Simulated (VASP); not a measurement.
# Ru: single point with LDA

Ru:

```
Ru
1.0
     2.67583    0.00000    0.00000
    -1.33791    2.31734    0.00000
     0.00000    0.00000    4.22638
Ru
2
Cartesian
  0.0000 1.5449 1.0566
  1.3379 0.7724 3.1698
```

```json
{
 "Program": "VASP 6.6.1",
 "Task": "single point",
 "Functional": "LDA",
 "Potentials or basis": "VASP PAW LDA potentials, release 64 (Ru_pv)",
 "Cutoff": "520 eV",
 "k mesh": "18 × 18 × 10",
 "Occupations": "fermi-dirac, width 0.15 eV",
 "Spin": "no spin polarisation",
 "Dipole correction": "no",
 "Further INCAR settings": "ALGO = Normal; EDIFF = 1e-07; NBANDS = 21"
}
```

| Property | Result |
| --- | --- |
| Pressure | 1.0 GPa |
| Band gap on the k mesh | zero (band 14 reaches 14.93 eV, above the bottom of band 15 at 11.62 eV) |

Stress tensor (GPa, compression positive):
```
0.96 0.00 0.00
0.00 0.96 0.00
0.00 0.00 1.06
```

Levels at points of the mesh, in eV from the Fermi level:
| k point | band 10 | band 11 | band 12 | band 13 | band 14 | band 15 | band 16 | band 17 | band 18 | band 19 |
| --- | --- | --- | --- | --- | --- | --- | --- | --- | --- | --- |
| (0.00, 0.00, 0.00) | -2.77 | -2.57 | -2.04 | -2.04 | -1.50 | -1.50 | 1.25 | 1.25 | 1.34 | 9.93 |
| (0.50, 0.00, 0.00) | -3.22 | -2.18 | -1.88 | -1.61 | 1.51 | 1.96 | 2.05 | 4.26 | 6.36 | 9.93 |
| (0.00, 0.00, 0.50) | -2.95 | -2.95 | -2.95 | -2.84 | -2.84 | 0.58 | 0.58 | 0.58 | 0.58 | 9.93 |
| (0.50, 0.00, 0.50) | -4.80 | -1.14 | -1.14 | 0.46 | 0.46 | 1.78 | 1.78 | 3.52 | 3.52 | 9.93 |

Wall time 36 s on 1 thread of Intel(R) Xeon(R) 6975P-C (Granite Rapids) (shared host), peak memory 0.2 GiB.
